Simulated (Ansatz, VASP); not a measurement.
**Two plane-wave programs on Al**

```xyz
2
Lattice="2.9719 0.0000 0.0000 -1.4859 2.5737 0.0000 0.0000 0.0000 4.7809" Properties=species:S:1:pos:R:3 pbc="T T T"
Al    0.0000    1.7158    1.1952
Al    1.4859    0.8579    3.5857
```

Alike in both runs: task single point; functional RPBE; k mesh 14 × 14 × 8; occupations fermi-dirac, width 0.1 eV; no spin polarisation.

|  | VASP | Ansatz |
| --- | --- | --- |
| version | VASP 6.6.1 | Ansatz 0.2.0 |
| potentials or method | VASP PAW PBE potentials, release 64 (Al), cutoff 520 eV | plane waves (420 eV) with PAW, scalar-relativistic |
| valence electrons in the cell | 6 | 6 |

|  | VASP | Ansatz | Ansatz less VASP |
| --- | --- | --- | --- |
| pressure (GPa) | -4.8 | -4.6 | +0.14 |
| traceless stress, the component that is largest in VASP (GPa) | 0.83 | 0.84 | +0.012 |

VASP's potentials were made for PBE, not for RPBE.
